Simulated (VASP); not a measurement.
A run of VASP 6.6.1 is set up as follows.

Contents of POSCAR:

```
Ru
1.0
    2.7237197275      0.0000000000      0.0000000000
   -1.3618598638      2.3588104769      0.0000000000
    0.0000000000      0.0000000000      4.3102577801
Ru
2
Direct
    0.6666666667      0.3333333333      0.7500000000
    0.3333333333      0.6666666667      0.2500000000
```

The input INCAR.step1:

```
PREC = Accurate
ENCUT = 520
EDIFF = 1E-5
ISMEAR = -1
SIGMA = 0.05
LREAL = False
LASPH = True
NELM = 80
ALGO = Normal
ISIF = 2
LWAVE = True
LCHARG = False
GGA = PE
NBANDS = 21
```

File INCAR.step2:

```
PREC = Accurate
ENCUT = 520
EDIFF = 1E-7
ISMEAR = -1
SIGMA = 0.05
LREAL = False
LASPH = True
NELM = 80
ALGO = Normal
ISIF = 2
LWAVE = False
LCHARG = False
METAGGA = R2SCAN
LHFCALC = True
AEXX = 0.1
LMIXTAU = True
PRECFOCK = Normal
ISTART = 1
NBANDS = 21
```

KPOINTS

```
Automatic mesh
0
Gamma
  6 6 3
```

Potentials or basis: VASP PAW PBE potentials, release 64 (Ru_pv).

Launch:

```sh
$ cat potpaw_PBE.64/Ru_pv/POTCAR > POTCAR
$ cp INCAR.step1 INCAR
$ mpirun -np 1 vasp_std > vasp.out
$ cp INCAR.step2 INCAR
$ mpirun -np 1 vasp_std > vasp.out
```

**Question.** Predict the pressure.

**Answer.** -10.9 GPa.

**Question.** Predict the band gap on the k mesh.

**Answer.** Zero (bands 14 and 15 overlap by 3.64 eV).

Stress tensor (GPa, compression positive):
```
 -8.17   0.00   0.00
  0.00  -8.17   0.00
  0.00   0.00 -16.24
```

Caveat: the k points lie up to 0.49 Å⁻¹ apart, too coarse for converged energies and pressures of a metal; the PAW data sets were made with another functional, which shifts forces and pressure a little.
